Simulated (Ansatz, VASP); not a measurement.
# Co: VASP beside Ansatz

INCAR

```
SYSTEM = Co
PREC     = Accurate       ! precision mode
ENCUT    = 520            ! plane-wave cutoff, eV
EDIFF    = 1E-6           ! SCF threshold, eV
ISMEAR   = -1             ! smearing method
SIGMA    = 0.1            ! smearing width, eV
LREAL    = .False.        ! projectors in reciprocal space
LASPH    = .True.         ! aspherical terms in the spheres
NELM     = 60             ! most SCF steps
ALGO     = Normal         ! electronic algorithm
ISIF     = 2              ! what is computed and relaxed
LWAVE    = .False.        ! write WAVECAR
LCHARG   = .True.         ! write CHGCAR
GGA      = PE             ! functional
LELF     = .True.         ! ELF
LVHAR    = .True.       
NBANDS   = 16             ! bands
```

File KPOINTS:

```
Automatic mesh
0
Gamma
  7 14 14
  0 0 0
```

Contents of POSCAR:

```
Co
1.0
    0.0000000000      3.5921000000      3.5921000000
    1.7960500000      0.0000000000      1.7960500000
    1.7960500000      1.7960500000      0.0000000000
Co
2
Direct
    0.0000000000      0.0000000000      0.0000000000
    0.5000000000      0.0000000000      0.0000000000
```

Input for Ansatz:

```yaml
crystal:
  lattice:
    - [0.0, 3.5921, 3.5921]
    - [1.79605, 0.0, 1.79605]
    - [1.79605, 1.79605, 0.0]
  atoms:
    - { symbol: Co, position: [0.0, 0.0, 0.0] }
    - { symbol: Co, position: [0.5, 0.0, 0.0] }
hamiltonian:
  xc: pbe
  pseudopotentials: { kind: paw }
basis:
  ecutwfc: 420
kpoints:
  mp_grid: { grid: [7, 14, 14] }
scf:
  occupations: { method: fermi_dirac, width: 0.1 }
  lower_state_search: "off"
output:
  forces: true
  stress: true
```

Alike in both runs: task single point; functional PBE; k mesh 7 × 14 × 14; occupations fermi-dirac, width 0.1 eV; no spin polarisation.

```csv
,VASP,Ansatz
version,VASP 6.6.1,Ansatz 0.2.0
potentials or method,"VASP PAW PBE potentials, release 64 (Co), cutoff 520 eV","PAW, plane waves, scalar-relativistic"
valence electrons in the cell,18,34
```

VASP gave:

* pressure (GPa): -21.9

Q: Which values does Ansatz return?

A: Pressure (GPa): -21.8.

The functional is the same, so the differences come from potentials, cutoffs and numerics. VASP's potentials hold 18 valence electrons a cell and Ansatz's 34, so a difference there can come from the potentials and not from the codes.
